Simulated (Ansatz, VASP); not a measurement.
## Mo in VASP and in Ansatz

```
Mo
1.0
     2.80730    0.00000    0.00000
    -1.40365    2.43119    0.00000
     0.00000    0.00000    4.98265
Mo
2
Direct
  0.33333 0.66667 0.25000
  0.66667 0.33333 0.75000
```

Alike in both runs: task single point; functional RPBE; k mesh 15 × 15 × 7; occupations fermi-dirac, width 0.1 eV; no spin polarisation.

|  | VASP | Ansatz |
| --- | --- | --- |
| version | VASP 6.6.1 | Ansatz 0.2.0 |
| potentials or method | VASP PAW PBE potentials, release 64 (Mo_sv), cutoff 520 eV | plane waves (420 eV) with PAW, scalar-relativistic |
| valence electrons in the cell | 28 | 28 |

```csv
,VASP,Ansatz,Ansatz less VASP
pressure (GPa),-7.9,-8.2,-0.36
"traceless stress, the component that is largest in VASP (GPa)",0.96,1.04,+0.076
```

VASP's potentials were made for PBE, not for RPBE. With one functional, cell and mesh, what is left measures potentials, basis and numerics.
